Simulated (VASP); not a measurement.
Sb: single point with LDA

Crystal: Sb.

```
Sb
1.0
     2.16470    1.24979    3.82741
    -2.16470    1.24979    3.82741
     0.00000   -2.49958    3.82741
Sb
2
Cartesian
  0.0000 0.0000 2.6583
  0.0000 0.0000 8.8239
```

```
Program                : VASP 6.6.1
Task                   : single point
Functional             : LDA
Potentials or basis    : VASP PAW LDA potentials, release 64 (Sb_d_GW)
Cutoff                 : 500 eV
k mesh                 : 8 × 8 × 8
Occupations            : fermi-dirac, width 0.02 eV
Spin                   : no spin polarisation
Dipole correction      : no
Further INCAR settings : ALGO = Normal; EDIFF = 1e-06; NBANDS = 22
```

```yaml
Pressure: -1.9 GPa
Largest_force: 0.075 eV/Å
Band_gap_on_the_k_mesh: zero (bands 15 and 16 overlap by 0.31 eV)
```

Forces in eV/Å, atoms in the order of the input:
```
Sb   0.000  0.000  0.075
Sb   0.000  0.000 -0.075
```

Stress tensor (GPa, compression positive):
```
-1.74  0.00  0.00
 0.00 -1.74  0.00
 0.00  0.00 -2.19
```

Levels at points of the mesh, in eV from the Fermi level:
| k point | band 12 | band 13 | band 14 | band 15 | band 16 | band 17 | band 18 | band 19 |
| --- | --- | --- | --- | --- | --- | --- | --- | --- |
| (0.00, 0.00, 0.00) | -5.12 | -2.08 | -1.80 | -1.80 | 1.82 | 2.51 | 2.51 | 5.25 |
| (0.50, 0.00, 0.00) | -9.58 | -2.06 | -1.97 | -0.35 | -0.32 | 0.16 | 0.62 | 7.33 |
| (0.50, 0.50, 0.00) | -8.15 | -5.28 | -3.66 | -3.59 | 1.48 | 4.66 | 5.38 | 6.51 |
| (0.50, 0.50, 0.50) | -8.85 | -1.37 | -1.37 | -0.65 | 0.21 | 0.21 | 1.10 | 6.70 |

It took 94 s on 1 thread of Intel(R) Xeon(R) 6975P-C (Granite Rapids) (shared host), peak memory 0.22 GiB.

Caveat: spin-orbit coupling is left out, which moves the levels of the heavy elements.
